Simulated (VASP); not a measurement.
Set up this calculation in VASP 6.6.1, as the native input.

```
Task                   : single point
Functional             : PBE
Potentials or basis    : VASP PAW PBE potentials, release 64 (Ta_pv, N)
Cutoff                 : 520 eV
k mesh                 : 7 × 7 × 4
Occupations            : gaussian, width 0.05 eV
Spin                   : collinear spin, ferrimagnetic start
Starting moments       : [0.76, 0.76, -0.01, -0.01] μB
Fixed moment           : 3 μB
Hubbard terms          : Ta d U = 7.0 eV
Dipole correction      : no
Further INCAR settings : ALGO = Normal; EDIFF = 1e-07; NBANDS = 28
```

The structure of TaN lies in POSCAR:

```
TaN
1.0
    3.0480018400      0.0000000000      0.0000000000
   -1.5240009200      2.6396470300      0.0000000000
    0.0000000000      0.0000000000      4.9179997800
Ta N
2 2
Direct
    0.0000000000      0.0000000000      0.0000000000
    0.0000000000      0.0000000000      0.5000000000
    0.3333333333      0.6666666667      0.2500000000
    0.6666666667      0.3333333333      0.7500000000
```

One way to write it, as run:

INCAR

```
SYSTEM = TaN
ALGO = Normal ; EDIFF = 1E-7
ENCUT = 520 ; GGA = PE
ISIF = 2 ; ISMEAR = 0
ISPIN = 2 ; LASPH = .TRUE.
LCHARG = .FALSE. ; LDAU = .TRUE.
LDAUJ = 0 0 ; LDAUL = 2 -1
LDAUPRINT = 1 ; LDAUTYPE = 2
LDAUU = 7 0 ; LMAXMIX = 4
LORBIT = 11 ; LREAL = .FALSE.
LWAVE = .FALSE. ; MAGMOM = 0.76 0.76 -0.01 -0.01
NBANDS = 28 ; NELM = 150
NUPDOWN = 3.0 ; PREC = Accurate
SIGMA = 0.05
```

KPOINTS

```
k-points
0
G
  7 7 4
  0 0 0
```

Potentials or basis: VASP PAW PBE potentials, release 64 (Ta_pv, N).

The run is started by

```bash
$ cat potpaw_PBE.64/Ta_pv/POTCAR potpaw_PBE.64/N/POTCAR > POTCAR
$ mpirun -np 1 vasp_std > vasp.out
```

It gave:

The pressure is 99.1 GPa, the net moment is 3.00 μB per cell and the site moments are Ta +1.14; N +0.04 μB. The valence electrons inside the program's atomic spheres are Ta 9.21; N 3.89.

Caveat: the moment is held away from its start; the total moment is fixed, so each spin has its own Fermi level.

Wall time 26 s on 1 thread of Intel(R) Xeon(R) 6975P-C (Granite Rapids) (shared host), peak memory 0.19 GiB.
